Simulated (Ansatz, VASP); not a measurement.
**Pt: VASP beside Ansatz**

```xyz
1
Lattice="0.0000 1.9867 1.9867 1.9867 0.0000 1.9867 1.9867 1.9867 0.0000" Properties=species:S:1:pos:R:3 pbc="T T T"
Pt    0.0000    0.0000    0.0000
```

Alike in both runs: task single point; functional PBE; k mesh 10 × 10 × 10; no spin polarisation.

|  | VASP | Ansatz |
| --- | --- | --- |
| version | VASP 6.6.1 | Ansatz 0.2.0 |
| potentials or method | VASP PAW PBE potentials, release 64 (Pt), cutoff 520 eV | plane waves, PAW |
| occupations | methfessel-paxton of order 1, width 0.05 eV | cold, width 0.05 eV |
| valence electrons in the cell | 10 | 18 |

```tsv
	VASP	Ansatz	Ansatz less VASP
pressure (GPa)	-1.2	-0.7	+0.49
```

VASP's potentials hold 10 valence electrons a cell and Ansatz's 18, so a difference there can come from the potentials and not from the codes.

Neither program's run includes spin-orbit coupling.
